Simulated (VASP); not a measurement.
Pt, 1 atom in the cell. Symmetry: Im-3m, No. 229, cubic system. The conventional cell has a = 3.133 Å, b = 3.133 Å, c = 3.133 Å, α = 90.00°, β = 90.00°, γ = 90.00°. Pt (site symmetry m-3m) has 14 Pt at 2.71 to 3.13 Å within 3.6 Å. 

```yaml
Program: VASP 6.6.1
Task: single point
Functional: PBE
Dispersion: D4
Potentials_or_basis: VASP PAW PBE potentials, release 64 (Pt)
Cutoff: 520 eV
k_mesh: 12 × 12 × 12
Occupations: fermi-dirac, width 0.05 eV
Spin: no spin polarisation
Dipole_correction: no
Further_INCAR_settings: ALGO = Normal; EDIFF = 1e-07; NBANDS = 11
```

Potentials or basis: VASP PAW PBE potentials, release 64 (Pt).

Command:

```sh
$ cat potpaw_PBE.64/Pt/POTCAR > POTCAR
$ mpirun -np 1 vasp_std > vasp.out
```

Hardware: 1 thread of AMD EPYC 7R13 Processor (Zen 3), on a shared host.

Task: How long does it take, and how much memory?

Result: Wall time 8.3 s on 1 thread of AMD EPYC 7R13 Processor (Zen 3), with other jobs on the host, peak memory 0.1 GiB. Counts: scf iterations 11, k points 72.
